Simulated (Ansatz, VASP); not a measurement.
## Ti3Al in VASP and in Ansatz

Contents of INCAR:

```
SYSTEM = Ti3Al
  PREC = Accurate
  ENCUT = 520
  EDIFF = 1E-6
  ISMEAR = 0
  SIGMA = 0.15
  LREAL = .FALSE.
  LASPH = .TRUE.
  NELM = 60
  ALGO = Fast
  ISIF = 2
  LWAVE = .FALSE.
  LCHARG = .FALSE.
  GGA = PE
  NBANDS = 28
```

The input KPOINTS:

```
Automatic mesh
0
G
  15 15 6
  0 0 0
```

POSCAR

```
Ti3Al
1.0
    2.9562683061      0.0000000000      0.0000000000
   -1.4781341530      2.5602034534      0.0000000000
    0.0000000000      0.0000000000      9.0665792679
Ti Al
3 1
Direct
    0.6666666667      0.3333333333      0.0000000000
    0.3333333333      0.6666666667      0.7612900095
    0.3333333333      0.6666666667      0.2387099905
    0.6666666667      0.3333333333      0.5000000000
```

Input for Ansatz:

```yaml
crystal:
  lattice:
    - [2.9562683061, 0.0, 0.0]
    - [-1.478134153, 2.5602034534, 0.0]
    - [0.0, 0.0, 9.0665792679]
  atoms:
    - { symbol: Ti, position: [0.6666666667, 0.3333333333, 0.0] }
    - { symbol: Ti, position: [0.3333333333, 0.6666666667, 0.7612900095] }
    - { symbol: Ti, position: [0.3333333333, 0.6666666667, 0.2387099905] }
    - { symbol: Al, position: [0.6666666667, 0.3333333333, 0.5] }
basis:
  ecutwfc: 520.0
kpoints:
  mp_grid: { grid: [15, 15, 6] }
hamiltonian:
  xc: pbe
  pseudopotentials: { kind: paw, azcp: { folder: soft_1 } }
scf:
  occupations: { method: gaussian, width: 0.15 }
output:
  forces: true
  stress: true
  eigenvalues: true
```

Alike in both runs: task single point; functional PBE; k mesh 15 × 15 × 6; occupations gaussian, width 0.15 eV; no spin polarisation.

```csv
,VASP,Ansatz
version,VASP 6.6.1,Ansatz 0.2.0
potentials or method,"VASP PAW PBE potentials, release 64 (Ti_sv, Al), cutoff 520 eV","scalar-relativistic, plane waves, PAW"
valence electrons in the cell,39,39
```

Ansatz gave:

```
gap on the k mesh at the Fermi level (eV)                     : none
pressure (GPa)                                                : 0.9
traceless stress, the component that is largest in VASP (GPa) : 2.63
rms of the force components (eV/Å)                            : 0.343
```

Q: Which values does VASP return?

A: gap on the k mesh at the Fermi level (eV): none; pressure (GPa): 0.7; traceless stress, the component that is largest in VASP (GPa): 2.64; rms of the force components (eV/Å): 0.339.

Atom by atom the forces differ by 0.004 eV/Å (rms over components). A gap of «none» marks a metal or a gap that the smearing closes.
